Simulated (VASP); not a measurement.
Set up this calculation in VASP 6.6.1, as the native input.

```yaml
Task: single point
Functional: PBEsol
Potentials_or_basis: VASP PAW PBE potentials, release 64 (Ti_sv, Al)
Cutoff: 520 eV
k_mesh: 16 × 16 × 16
Occupations: gaussian, width 0.15 eV
Spin: no spin polarisation
Dipole_correction: no
Further_INCAR_settings: ALGO = Fast; EDIFF = 1e-07; NBANDS = 14
```

The structure of TiAl lies in POSCAR:

```
TiAl
1.0
    3.3560335660      0.0000000000      0.0000000000
    0.0000000000      3.3560335660      0.0000000000
    0.0000000000      0.0000000000      2.8526285311
Ti Al
1 1
Direct
    0.0000000000      0.0000000000      0.0000000000
    0.5000000000      0.5000000000      0.5000000000
```

This cell differs from its parent crystal: ratio of the length along z to the lengths across it x 0.85, volume and fractional coordinates fixed.

These files were run (other wordings do the same):

INCAR

```
SYSTEM = TiAl
PREC = Accurate
ENCUT = 520
EDIFF = 1E-7
ISMEAR = 0
SIGMA = 0.15
LREAL = .FALSE.
LASPH = .TRUE.
NELM = 80
ALGO = Fast
ISIF = 2
LWAVE = .FALSE.
LCHARG = .FALSE.
GGA = PS
NBANDS = 14
```

KPOINTS

```
Automatic mesh
0
G
  16 16 16
  0 0 0
```

Potentials or basis: VASP PAW PBE potentials, release 64 (Ti_sv, Al).

Launch:

```sh
$ cat potpaw_PBE.64/Ti_sv/POTCAR potpaw_PBE.64/Al/POTCAR > POTCAR
$ mpirun -np 1 vasp_std > vasp.out
```

Results of the run:

```json
{
  "Pressure": "-1.5 GPa",
  "Band gap on the k mesh": "zero (an odd number of electrons rules out a gap without spin polarisation)"
}
```

Caveat: the PAW data sets were made with another functional, which shifts forces and pressure a little.

Wall time 4.2 min on 1 thread of AMD EPYC 9R45 96-Core Processor (Zen 5) (shared host), peak memory 0.27 GiB.
